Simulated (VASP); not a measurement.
Set up this calculation in VASP 6.6.1, as the native input.

| Property | Result |
| --- | --- |
| Task | single point |
| Functional | r2SCAN |
| Potentials or basis | VASP PAW PBE potentials, release 64 (Ca_sv) |
| Cutoff | 550 eV |
| k mesh | 16 × 16 × 16 |
| Occupations | gaussian, width 0.15 eV |
| Spin | no spin polarisation |
| Dipole correction | no |
| Further INCAR settings | ALGO = Normal; EDIFF = 1e-06; NBANDS = 11 |

Crystal: Ca.

```
CELL_PARAMETERS angstrom
-2.12800 2.12800 2.18400
2.12800 -2.12800 2.18400
2.12800 2.12800 -2.18400
ATOMIC_POSITIONS crystal
Ca 0.00000 0.00000 0.00000
```

This cell differs from its parent crystal: strain -0.050 along x and y, -0.025 along z.

The input as run:

POSCAR

```
Ca
1.0
   -2.1280000000      2.1280000000      2.1840000000
    2.1280000000     -2.1280000000      2.1840000000
    2.1280000000      2.1280000000     -2.1840000000
Ca
1
Direct
    0.0000000000      0.0000000000      0.0000000000
```

INCAR.step1

```
PREC = Accurate ; ENCUT = 550
ISMEAR = 0 ; SIGMA = 0.15
LREAL = F ; LASPH = T
NELM = 120 ; NBANDS = 11
GGA = PE ; ALGO = Normal
EDIFF = 1E-5 ; LWAVE = T
LCHARG = F ; GGA_COMPAT = F
```

INCAR.step2

```
PREC = Accurate ; ENCUT = 550
EDIFF = 1E-6 ; ISMEAR = 0
SIGMA = 0.15 ; LREAL = F
LASPH = T ; NELM = 120
ALGO = Normal ; ISIF = 2
LWAVE = F ; LCHARG = F
METAGGA = R2SCAN ; LMIXTAU = T
NBANDS = 11 ; ISTART = 1
GGA_COMPAT = F
```

KPOINTS

```
Automatic mesh
0
Gamma
  16 16 16
```

Potentials or basis: VASP PAW PBE potentials, release 64 (Ca_sv).

Command:

```bash
$ cat potpaw_PBE.64/Ca_sv/POTCAR > POTCAR
$ cp INCAR.step1 INCAR
$ mpirun -np 1 vasp_std > vasp.out
$ cp INCAR.step2 INCAR
$ mpirun -np 1 vasp_std > vasp.out
```

It gave:

| Property | Result |
| --- | --- |
| Pressure | 1.9 GPa |
| Band gap on the k mesh | zero (bands 5 and 6 overlap by 0.48 eV) |

Caveat: the cell differs from its parent crystal (strain -0.050 along x and y, -0.025 along z); the PAW data sets were made with another functional, which shifts forces and pressure a little.

Wall time 3.2 min on 1 thread of Intel(R) Xeon(R) 6975P-C (Granite Rapids) (shared host), peak memory 0.29 GiB.
